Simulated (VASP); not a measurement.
# HPbNO4 (P2_1/m) in VASP: notebook

Aim: see how the results for HPbNO4 move with the level of theory and the settings. Levels: PBE+D4, PBEsol, PBE, r2SCAN+rVV10. Tasks: single point.

Everything below comes from runs of VASP 6.6.1. Logs are shortened: lines on timing, memory, paths and dates and some standing lists are left out, and cuts for length are marked.

### Step 1. The cell of the first run

The structure is monoclinic, space group P2_1/m (No. 11). Conventional cell: a = 6.868 Å, b = 4.137 Å, c = 7.896 Å, α = 90.00°, β = 115.35°, γ = 90.00°. H (site symmetry m) has 1 O at 0.99 Å within 1.3 Å. Pb (site symmetry m) has 8 O at 2.45 to 3.03 Å and 3 H at 2.95 to 2.98 Å and 1 N at 3.26 Å within 3.3 Å. N (site symmetry m) has 3 O at 1.24 to 1.28 Å within 1.7 Å. O (site symmetry m) has 1 H at 0.99 Å within 1.3 Å. Within 1.7 Å of O (site symmetry m) lie 1 N at 1.24 Å. O (site symmetry m) has 1 N at 1.27 Å within 1.7 Å. O (site symmetry m) has 1 N at 1.28 Å within 1.7 Å.

### Step 2. Single point, PBE+D4

INCAR

```
SYSTEM = HPbNO4
PREC     = Accurate       ! precision mode
ENCUT    = 520            ! plane-wave cutoff, eV
EDIFF    = 1E-6           ! SCF threshold, eV
ISMEAR   = -1             ! smearing method
SIGMA    = 0.05           ! smearing width, eV
LREAL    = .False.        ! projectors in reciprocal space
LASPH    = .True.         ! aspherical terms in the spheres
NELM     = 80             ! most SCF steps
ALGO     = Normal         ! electronic algorithm
ISIF     = 2              ! what is computed and relaxed
LWAVE    = .False.        ! write WAVECAR
LCHARG   = .False.        ! write CHGCAR
GGA      = PE             ! functional
IVDW     = 13             ! dispersion correction
NBANDS   = 57             ! bands
```

KPOINTS

```
Automatic mesh
0
Gamma
  3 5 3
  0 0 0
```

POSCAR

```
HPbNO4
1.0
    6.8681652798      0.0000000000      0.0072257885
    0.0000000000      4.1374160044      0.0000000000
   -3.3879912137      0.0000000000      7.1325623107
H Pb N O
2 2 2 8
Direct
    0.2233858843      0.7500000000      0.5111195611
    0.7766141157      0.2500000000      0.4888804389
    0.2985698238      0.2500000000      0.2793821182
    0.7014301762      0.7500000000      0.7206178818
    0.2175763217      0.7500000000      0.8377929526
    0.7824236783      0.2500000000      0.1622070474
    0.3280561999      0.7500000000      0.4560443117
    0.4118948190      0.7500000000      0.8738236687
    0.1571608374      0.7500000000      0.9694519307
    0.0735804986      0.7500000000      0.6685971393
    0.6719438001      0.2500000000      0.5439556883
    0.5881051810      0.2500000000      0.1261763313
    0.8428391626      0.2500000000      0.0305480693
    0.9264195014      0.2500000000      0.3314028607
```

Potentials or basis: VASP PAW PBE potentials, release 64 (H, Pb_d, N, O).

Run with:

```
$ cat potpaw_PBE.64/H/POTCAR potpaw_PBE.64/Pb_d/POTCAR potpaw_PBE.64/N/POTCAR potpaw_PBE.64/O/POTCAR > POTCAR
$ mpirun -np 1 vasp_std > vasp.out
```

OUTCAR:

```text
SYSTEM = HPbNO4
   PREC = Accurate
   ENCUT = 520
   EDIFF = 1E-6
   ISMEAR = -1
   LREAL = .False.
   LASPH = .True.
   NELM = 80
   ISIF = 2
   GGA = PE
   IVDW = 13

 ion  position               nearest neighbor table
   1  0.223  0.750  0.511-   7 0.99
   2  0.777  0.250  0.489-  11 0.99
   3  0.299  0.250  0.279-   7 2.45   7 2.45  11 2.52  12 2.73  14 2.76  13 2.90   9 3.03   9 3.03
                             4 3.98   4 3.98
   4  0.701  0.750  0.721-  11 2.45  11 2.45   7 2.52   8 2.73  10 2.76   9 2.90  13 3.03  13 3.03
                             3 3.98   3 3.98
   5  0.218  0.750  0.838-   8 1.24   9 1.27  10 1.28
   6  0.782  0.250  0.162-  12 1.24  13 1.27  14 1.28
   7  0.328  0.750  0.456-   1 0.99   3 2.45   3 2.45   4 2.52
   8  0.412  0.750  0.874-   5 1.24   4 2.73
   9  0.157  0.750  0.969-   5 1.27   4 2.90   3 3.03   3 3.03
  10  0.074  0.750  0.669-   5 1.28   4 2.76
  11  0.672  0.250  0.544-   2 0.99   4 2.45   4 2.45   3 2.52
  12  0.588  0.250  0.126-   6 1.24   3 2.73
  13  0.843  0.250  0.031-   6 1.27   3 2.90   4 3.03   4 3.03
  14  0.926  0.250  0.331-   6 1.28   3 2.76

  LATTYP: Found a simple monoclinic cell.
 ALAT       =     6.8681690808
 B/A-ratio  =     0.6024045063
 C/A-ratio  =     1.1496985163
 COS(beta)  =    -0.4281087599

  Lattice vectors:

 A1 = (   6.8681652798,   0.0000000000,   0.0072257885)
 A2 = (   0.0000000000,   4.1374160044,   0.0000000000)
 A3 = (  -3.3879912137,   0.0000000000,   7.1325623107)

Analysis of symmetry for initial positions (statically):
=====================================================================
 Subroutine PRICEL returns:
 Original cell was already a primitive cell.

 Routine SETGRP: Setting up the symmetry group for a
 simple monoclinic supercell.

 Subroutine GETGRP returns: Found  4 space group operations
 (whereof  2 operations were pure point group operations)
 out of a pool of  4 trial point group operations.

The static configuration has the point symmetry S_2 .
 The point group associated with its full space group is C_2h.

Analysis of symmetry for dynamics (positions and initial velocities):
=====================================================================
 Subroutine PRICEL returns:
 Original cell was already a primitive cell.

 Routine SETGRP: Setting up the symmetry group for a
 simple monoclinic supercell.

 Subroutine GETGRP returns: Found  4 space group operations
 (whereof  2 operations were pure point group operations)
 out of a pool of  4 trial point group operations.

The dynamic configuration has the point symmetry S_2 .
 The point group associated with its full space group is C_2h.

 Subroutine INISYM returns: Found  4 space group operations
 (whereof  2 operations are pure point group operations),
 and found     1 'primitive' translations

----------------------------------------------------------------------------------------

                                     Primitive cell

  volume of cell :     202.7834

  direct lattice vectors                    reciprocal lattice vectors
     6.868165280  0.000000000  0.007225789     0.145526567  0.000000000  0.069125611
     0.000000000  4.137416004  0.000000000     0.000000000  0.241696750  0.000000000
    -3.387991214  0.000000000  7.132562311    -0.000147429  0.000000000  0.140132041

  length of vectors
     6.868169081  4.137416004  7.896323802     0.161109689  0.241696750  0.140132118

  position of ions in fractional coordinates (direct lattice)
     0.223385884  0.750000000  0.511119561
     0.776614116  0.250000000  0.488880439
     0.298569824  0.250000000  0.279382118
     0.701430176  0.750000000  0.720617882
     0.217576322  0.750000000  0.837792953
     0.782423678  0.250000000  0.162207047
     0.328056200  0.750000000  0.456044312
     0.411894819  0.750000000  0.873823669
     0.157160837  0.750000000  0.969451931
     0.073580499  0.750000000  0.668597139
     0.671943800  0.250000000  0.543955688
     0.588105181  0.250000000  0.126176331
     0.842839163  0.250000000  0.030548069
     0.926419501  0.250000000  0.331402861

  ion indices of the primitive-cell ions
   primitive index   ion index
                 1           1
                 2           2
                 3           3
                 4           4
                 5           5
                 6           6
                 7           7
                 8           8
                 9           9
                10          10
                11          11
                12          12
                13          13
                14          14

----------------------------------------------------------------------------------------

 KPOINTS: Automatic mesh

Automatic generation of k-mesh.
 Grid dimensions read from file:
 generate k-points for:    3    5    3

 Generating k-lattice:

  Cartesian coordinates                     Fractional coordinates (reciprocal lattice)
     0.048508856  0.000000000  0.023041870     0.333333333  0.000000000  0.000000000
     0.000000000  0.048339350  0.000000000     0.000000000  0.200000000  0.000000000
    -0.000049143  0.000000000  0.046710680     0.000000000  0.000000000  0.333333333

  Length of vectors
     0.053703230  0.048339350  0.046710706

  Shift w.r.t. Gamma in fractional coordinates (k-lattice)
     0.000000000  0.000000000  0.000000000

 Subroutine IBZKPT returns following result:
 ===========================================

 Found     15 irreducible k-points:

 Following reciprocal coordinates:
            Coordinates               Weight
  0.000000  0.000000  0.000000      1.000000
  0.333333  0.000000  0.000000      2.000000
  0.000000  0.200000  0.000000      2.000000
  0.333333  0.200000  0.000000      4.000000
  0.000000  0.400000  0.000000      2.000000
  0.333333  0.400000  0.000000      4.000000
 -0.000000  0.000000  0.333333      2.000000
  0.333333  0.000000  0.333333      2.000000
 -0.333333  0.000000  0.333333      2.000000
 -0.000000  0.200000  0.333333      4.000000
  0.333333  0.200000  0.333333      4.000000
 -0.333333  0.200000  0.333333      4.000000
 -0.000000  0.400000  0.333333      4.000000
  0.333333  0.400000  0.333333      4.000000
 -0.333333  0.400000  0.333333      4.000000
   k-points           NKPTS =     15   k-points in BZ     NKDIM =     15   number of bands    NBANDS=     57
   number of dos      NEDOS =    301   number of ions     NIONS =     14
   total plane-waves  NPLWV = 103680
   dimension x,y,z NGX =    54 NGY =   32 NGZ =   60
   dimension x,y,z NGXF=   108 NGYF=   64 NGZF=  120
   ions per type =               2   2   2   8
   NGX,Y,Z   is equivalent  to a cutoff of  13.07, 12.86, 12.63 a.u.
   NGXF,Y,Z  is equivalent  to a cutoff of  26.14, 25.72, 25.26 a.u.
 SYSTEM =  HPbNO4
   PREC   = accura    normal or accurate (medium, high low for compatibility)
   ISTART =      0    job   : 0-new  1-cont  2-samecut
   ICHARG =      2    charge: 1-file 2-atom 10-const
   ISPIN  =      1    spin polarized calculation?
   LNONCOLLINEAR =      F non collinear calculations
   LSORBIT =      F    spin-orbit coupling
   LASPH  =      T    aspherical Exc in radial PAW
   ENCUT  =  520.0 eV  38.22 Ry    6.18 a.u.  12.77  7.69 14.68*2*pi/ulx,y,z
   NELM   =     80;   NELMIN=  2; NELMDL= -5     # of ELM steps
   EDIFF  = 0.1E-05   stopping-criterion for ELM
   LREAL  =      F    real-space projection
   EDIFFG = 0.1E-04   stopping-criterion for IOM
   NSW    =      0    number of steps for IOM
   IBRION =     -1    ionic relax: 0-MD 1-quasi-New 2-CG
   NFREE  =      0    steps in history (QN), initial steepest desc. (CG)
   ISIF   =      2    stress and relaxation
   ISYM   =      2    0-nonsym 1-usesym 2-fastsym
   POTIM  = 0.5000    time-step for ionic-motion
   TEBEG  =    0.0;   TEEND  =   0.0 temperature during run
   PSTRESS=    0.0 pullay stress
   NELECT =      88.0000    total number of electrons
   NUPDOWN=      -1.0000    fix difference up-down
   EMIN   =  10.00;   EMAX   =-10.00  energy-range for DOS
   EFERMI =   0.00;   METHOD = LEGACY
   ISMEAR =    -1;   SIGMA  =   0.05  broadening in eV -4-tet -1-fermi 0-gaus
   EFERMI_NEDOS =   21; number of points for ismear=-14 and -15
   IALGO  =     38    algorithm
   IMIX   =      4    mixing-type and parameters
     AMIX     =   0.40;   BMIX     =  1.00
     AMIX_MAG =   1.60;   BMIX_MAG =  1.00
  volume/ion in A,a.u.               =      14.48        97.75
  Fermi-wavevector in a.u.,A,eV,Ry     =   1.239438  2.342199 20.901368  1.536207
  Thomas-Fermi vector in A             =   2.373921
   LORBIT       =      0    0 simple, 1 ext, 2 COOP (PROOUT), +10 PAW based schemes
   GGA     = PE    functional components
   LHFCALC =     F    Hartree Fock is set to
   AEXX    =    0.0000 exact exchange contribution
   IVDW    =    13    specifies the selected vdW correction
   LEPSILON=     F    determine dielectric tensor
   LRPA    =     F    only Hartree local field effects (RPA)
 non-spin polarized calculation
  energy-cutoff  :      520.00
  volume of cell :      202.78
 maximum number of plane-waves:      5485
 NGX is ok and might be reduce to    54
   NGX = 25   NGY = 15   NGZ = 29

 number of electron      88.0000008 magnetization

 Free energy of the ion-electron system (eV)
  ---------------------------------------------------
  ext. energy  EPLUGINS =         0.00000000
  ---------------------------------------------------
  free energy    TOTEN  =       -81.07445403 eV

  energy without entropy =      -81.07445403  energy(sigma->0) =      -81.07445403

 E-fermi :   1.9122     XC(G=0):  -8.5896

 val. band max:        0.8320372721   @ k =  -0.3333   0.0000   0.3333
 cond. band min:       3.8353959601   @ k =  -0.0000   0.2000   0.3333
 fundamental gap:      3.0033586880
 Fermi energy:         1.9121561205

 k-point     1 :       0.0000    0.0000    0.0000
  band No.  band energies     occupation
      1     -24.9703      2.00000
      2     -24.9221      2.00000
      3     -19.6621      2.00000
      4     -19.5487      2.00000
      5     -19.2648      2.00000
      6     -19.2055      2.00000
[... 48 lines left out ...]
     55       9.6971      0.00000
     56      10.4842      0.00000

 k-point     2 :       0.3333    0.0000    0.0000
  band No.  band energies     occupation
      1     -24.9632      2.00000
      2     -24.9281      2.00000
      3     -19.6516      2.00000
      4     -19.5683      2.00000
      5     -19.2626      2.00000
      6     -19.2068      2.00000
[... 48 lines left out ...]
     55       9.7141      0.00000
     56      10.2814      0.00000
[... 706 lines left out ...]
     55       9.6547      0.00000
     56      10.1698      0.00000

 k-point    15 :      -0.3333    0.4000    0.3333
  band No.  band energies     occupation
      1     -24.9460      2.00000
      2     -24.9335      2.00000
      3     -19.6189      2.00000
      4     -19.5902      2.00000
      5     -19.2351      2.00000
      6     -19.2256      2.00000
[... 48 lines left out ...]
     55       9.5838      0.00000
     56       9.6724      0.00000
 [bands above 56 left out]

------------------------ aborting loop because EDIFF is reached ----------------------------------------

  DFT-D4 for vdW energy calculation

  Edisp (eV):   -1.71897

  FORCE on cell =-STRESS in cart. coord.  units (eV):
  Direction    XX          YY          ZZ          XY          YZ          ZX
  --------------------------------------------------------------------------------------
  -------------------------------------------------------------------------------------
  Total       1.51717    -0.32038     0.99866     0.00000     0.00000     0.00978
  in kB      11.98706    -2.53128     7.89034     0.00000     0.00000     0.07726
  external pressure =        5.78 kB  Pullay stress =        0.00 kB

 VOLUME and BASIS-vectors are now :
 -----------------------------------------------------------------------------
  energy-cutoff  :      520.00
  volume of cell :      202.78
      direct lattice vectors                 reciprocal lattice vectors
     6.868165280  0.000000000  0.007225789     0.145526567  0.000000000  0.069125611
     0.000000000  4.137416004  0.000000000     0.000000000  0.241696750  0.000000000
    -3.387991214  0.000000000  7.132562311    -0.000147429  0.000000000  0.140132041

 POSITION                                       TOTAL-FORCE (eV/Angst)
 -----------------------------------------------------------------------------------
     -0.19742      3.10306      3.64721        -0.094459      0.000000      0.037983
      3.67759      1.03435      3.49258         0.094459      0.000000     -0.037983
      1.10408      1.03435      1.99487         0.013423     -0.000000     -0.009398
      2.37609      3.10306      5.14492        -0.013423      0.000000      0.009398
     -1.34409      3.10306      5.97718        -0.119943     -0.000000     -0.010701
      4.82426      1.03435      1.16261         0.119943      0.000000      0.010701
      0.70807      3.10306      3.25513         0.077197     -0.000000     -0.032959
     -0.13155      3.10306      6.23558         0.473351     -0.000000      0.086905
     -2.20509      3.10306      6.91581        -0.230100      0.000000      0.250870
     -1.75984      3.10306      4.76934        -0.107368      0.000000     -0.325322
      2.77210      1.03435      3.88465        -0.077197      0.000000      0.032959
      3.61172      1.03435      0.90421        -0.473351      0.000000     -0.086905
      5.68526      1.03435      0.22398         0.230100      0.000000     -0.250870
      5.24001      1.03435      2.37045         0.107368      0.000000      0.325322
 -----------------------------------------------------------------------------------
    total drift:                                0.000000     -0.000000     -0.000000

  FREE ENERGIE OF THE ION-ELECTRON SYSTEM (eV)
  ---------------------------------------------------
  free  energy   TOTEN  =       -82.7934215998 eV

  energy  without entropy=      -82.7934215997  energy(sigma->0) =      -82.79342160
```

It took 5 min on 1 thread of Intel Xeon 8259CL, shared host; peak memory 0.41 GiB.

What came out:

```yaml
Free_energy: -82.7934 eV
Pressure: 0.6 GPa
Largest_force: 0.481 eV/Å
Band_gap_on_the_k_mesh: 3.00 eV (least direct gap 3.13 eV)
Dispersion_energy_per_atom: -0.123 eV
```

Forces on the atoms (eV/Å):
```
H   -0.094  0.000  0.038
H    0.094  0.000 -0.038
Pb   0.013  0.000 -0.009
Pb  -0.013  0.000  0.009
N   -0.120  0.000 -0.011
N    0.120  0.000  0.011
O    0.077  0.000 -0.033
O    0.473  0.000  0.087
O   -0.230  0.000  0.251
O   -0.107  0.000 -0.325
O   -0.077  0.000  0.033
O   -0.473  0.000 -0.087
O    0.230  0.000 -0.251
O    0.107  0.000  0.325
```

Caveat: the standard files for N, O and F lose accuracy on very short bonds; spin-orbit coupling is left out, which moves the levels of the heavy elements; an odd mesh through Γ misses points on the zone boundary, where band edges can lie.

### Step 3. Single point, PBEsol

This run uses another cell than the first one, of 15.07 Å³/atom.

INCAR, as its differences from that of step 2:

```diff
@@ -13,4 +13,3 @@
 LCHARG   = .False.        ! write CHGCAR
-GGA      = PE             ! functional
-IVDW     = 13             ! dispersion correction
+GGA      = PS             ! functional
 NBANDS   = 57             ! bands
```

KPOINTS

```
Automatic mesh
0
Gamma
  5 6 4
  0 0 0
```

POSCAR

```
HPbNO4
1.0
    6.8587700000      0.0000000000      0.0000000000
    0.0000000000      4.2286500000      0.0000000000
   -3.3910100000      0.0000000000      7.2745900000
H Pb N O
2 2 2 8
Direct
    0.2254900000      0.7500000000      0.5073000000
    0.7745100000      0.2500000000      0.4927000000
    0.3022900000      0.2500000000      0.2849400000
    0.6977100000      0.7500000000      0.7150600000
    0.2148400000      0.7500000000      0.8356700000
    0.7851600000      0.2500000000      0.1643300000
    0.3307800000      0.7500000000      0.4533800000
    0.4090900000      0.7500000000      0.8690100000
    0.1550800000      0.7500000000      0.9653700000
    0.0708300000      0.7500000000      0.6695500000
    0.6692200000      0.2500000000      0.5466100000
    0.5909100000      0.2500000000      0.1309900000
    0.8449200000      0.2500000000      0.0346300000
    0.9291700000      0.2500000000      0.3304500000
```

Potentials or basis: VASP PAW PBE potentials, release 64 (H, Pb_d, N, O).

Run with:

```
$ cat potpaw_PBE.64/H/POTCAR potpaw_PBE.64/Pb_d/POTCAR potpaw_PBE.64/N/POTCAR potpaw_PBE.64/O/POTCAR > POTCAR
$ mpirun -np 1 vasp_std > vasp.out
```

Wall time 21 min (1 thread of Intel Xeon 8259CL, shared host); peak memory 0.6 GiB.

The run converged. Its results:

- Free energy: -84.7333 eV
- Pressure: -2.0 GPa
- Largest force: 0.406 eV/Å
- Band gap on the k mesh: 3.05 eV (least direct gap 3.23 eV)

Forces in eV/Å, atoms in the order of the input:
```
H   -0.296  0.000  0.148
H    0.298  0.000 -0.149
Pb   0.007  0.000  0.164
Pb  -0.007  0.000 -0.164
N   -0.099  0.000 -0.009
N    0.099  0.000  0.009
O    0.380  0.000 -0.134
O    0.164  0.000 -0.017
O   -0.039  0.000 -0.011
O   -0.037  0.000  0.000
O   -0.383  0.000  0.135
O   -0.164  0.000  0.017
O    0.039  0.000  0.011
O    0.037  0.000  0.000
```

Stress tensor (GPa, compression positive):
```
-1.92  0.00 -0.23
 0.00 -1.95  0.00
-0.23  0.00 -2.16
```

Levels at points of the mesh, in eV from the valence-band top:
```tsv
k point	band 42	band 43	band 44	band 45	band 46	band 47
(0.00, 0.00, 0.00)	-0.33	-0.28	-0.04	3.24	3.91	4.16
(0.00, 0.50, 0.00)	-0.62	-0.23	-0.23	3.29	3.29	4.65
(0.00, 0.00, 0.50)	-0.38	-0.18	-0.17	3.30	3.79	4.08
(0.00, 0.50, 0.50)	-0.68	-0.22	-0.21	3.25	3.25	4.77
```

Caveat: the standard files for N, O and F lose accuracy on very short bonds; the PAW data sets were made with another functional, which shifts forces and pressure a little; spin-orbit coupling is left out, which moves the levels of the heavy elements; an odd mesh through Γ misses points on the zone boundary, where band edges can lie.

[end of part 1 of 2]
